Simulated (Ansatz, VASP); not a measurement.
## Two plane-wave programs on Te2Mo

```
Te Mo
1.0
     3.29745    0.00000    0.00000
    -1.64872    2.85567    0.00000
     0.00000    0.00000   29.45137
Te Mo
6 3
Direct
  0.00000 0.00000 0.94052
  0.33333 0.66667 0.71289
  0.33333 0.66667 0.16825
  0.33333 0.66667 0.83175
  0.33333 0.66667 0.28711
  0.00000 0.00000 0.05948
  0.00000 0.00000 0.77222
  0.00000 0.00000 0.22778
  0.33333 0.66667 0.00000
```

Change from the starting cell: strain -0.050 along x and y, -0.025 along z, atoms carried along.

Alike in both runs: task single point; functional LDA; k mesh 12 × 12 × 1; occupations gaussian, width 0.05 eV; no spin polarisation.

```csv
,VASP,Ansatz
version,VASP 6.6.1,Ansatz 0.2.0
potentials or method,"VASP PAW LDA potentials, release 64 (Te, Mo_sv), cutoff 520 eV","scalar-relativistic, plane waves, PAW"
valence electrons in the cell,78,138
```

Ansatz gave:

```
gap on the k mesh at the Fermi level (eV) : 0.77
least direct gap on the mesh (eV)         : 1.31
rms of the force components (eV/Å)        : 0.909
```

Question: Estimate VASP's values.

Answer: gap on the k mesh at the Fermi level (eV): 0.76; least direct gap on the mesh (eV): 1.31; rms of the force components (eV/Å): 0.946.

LDA's correlation is that of Perdew and Zunger in VASP and of Perdew and Wang (1992) in Ansatz. Atom by atom the forces differ by 0.037 eV/Å (rms over components). VASP's potentials hold 78 valence electrons a cell and Ansatz's 138, so a difference there can come from the potentials and not from the codes.

Spin-orbit coupling is off throughout.
